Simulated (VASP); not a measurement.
Here is a VASP 6.6.1 calculation.

The input INCAR:

```
ALGO = Normal ; EDIFF = 1E-8
ENCUT = 520 ; GGA = CA
ISIF = 2 ; ISMEAR = -1
LASPH = T ; LCHARG = F
LEFG = T ; LREAL = F
LWAVE = F ; NBANDS = 19
NELM = 80 ; PREC = Accurate
SIGMA = 0.02
```

Contents of KPOINTS:

```
k-points
0
Gamma
  10 10 10
```

POSCAR

```
NaHF2
1.0
    1.7284452171      0.9979183114      4.6388706988
   -1.7284452171      0.9979183114      4.6388706988
    0.0000000000     -1.9958366228      4.6388706988
Na H F
1 1 2
Direct
    0.0000000000      0.0000000000      0.0000000000
    0.5000000000      0.5000000000      0.5000000000
    0.4100000000      0.4100000000      0.4100000000
    0.5900000000      0.5900000000      0.5900000000
```

Potentials or basis: VASP PAW LDA potentials, release 64 (Na_pv, H, F).

The run is started by

```bash
$ cat potpaw_LDA.64/Na_pv/POTCAR potpaw_LDA.64/H/POTCAR potpaw_LDA.64/F/POTCAR > POTCAR
$ mpirun -np 1 vasp_std > vasp.out
```

Problem. Estimate the band gap on the k mesh.

Solution. 6.32 eV (least direct gap 6.62 eV).

Problem. What does it give for the largest force?

Solution. 2.124 eV/Å.

Problem. What does it give for the pressure?

Solution. -7.0 GPa.

Stress tensor (GPa, compression positive):
```
 -1.61   0.00   0.00
  0.00  -1.61   0.00
  0.00   0.00 -17.87
```

Caveat: the stress differs along the axes, from -18 to -2 GPa; without QUAD_EFG the Cq values of the log hold for a quadrupole moment of 1 mb, not for the nuclei; forces of over 1 eV/Å act on the atoms, so gaps and moduli don't describe the material at rest. As with any semilocal functional, this LDA gap is likely too small.
